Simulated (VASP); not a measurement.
Write the native input for VASP 6.6.1 that does the following.

```
Task                   : single point
Functional             : PBE
Potentials or basis    : VASP PAW PBE potentials, release 64 (Ni)
Cutoff                 : 520 eV
k mesh                 : 10 × 10 × 13
Occupations            : fermi-dirac, width 0.1 eV
Spin                   : collinear spin, ferromagnetic start
Starting moments       : [1.0, 1.0, 1.0] μB
Dipole correction      : no
Further INCAR settings : ALGO = Normal; EDIFF = 1e-06; NBANDS = 26
```

The structure of Ni lies in POSCAR:

```
Ni
1.0
    3.8703373901      0.0000000000      0.0000000000
   -1.9351686950      3.3518105010      0.0000000000
    0.0000000000      0.0000000000      2.3366964076
Ni
3
Direct
    0.0000000000      0.0000000000      0.0000000000
    0.3333333333      0.6666666667      0.5000000000
    0.6666666667      0.3333333333      0.5000000000
```

This isn't the form of Ni at room conditions, which is fcc.

One way to write it, as run:

INCAR

```
SYSTEM = Ni
PREC = Accurate
ENCUT = 520
EDIFF = 1E-6
ISMEAR = -1
SIGMA = 0.1
LREAL = .FALSE.
LASPH = .TRUE.
NELM = 150
ALGO = Normal
ISIF = 2
LWAVE = .FALSE.
LCHARG = .FALSE.
ISPIN = 2
MAGMOM = 1 1 1
LORBIT = 11
LMAXMIX = 4
GGA = PE
NBANDS = 26
```

KPOINTS

```
regular mesh
0
G
  10 10 13
  0 0 0
```

Potentials or basis: VASP PAW PBE potentials, release 64 (Ni).

Run with:

```bash
$ cat potpaw_PBE.64/Ni/POTCAR > POTCAR
$ mpirun -np 1 vasp_std > vasp.out
```

It gave:

```json
{
  "Pressure": "22.6 GPa",
  "Net moment": "1.70 μB per cell",
  "Site moments": "Ni +0.55, +0.58 (each value once) μB",
  "Valence electrons inside the program's atomic spheres": "Ni 9.41, 9.50 (each value once)"
}
```

Caveat: the cell stands under pressure.

Run time: 3.7 min on 1 thread of Intel Xeon 8259CL, on a shared host, peak memory 0.23 GiB.
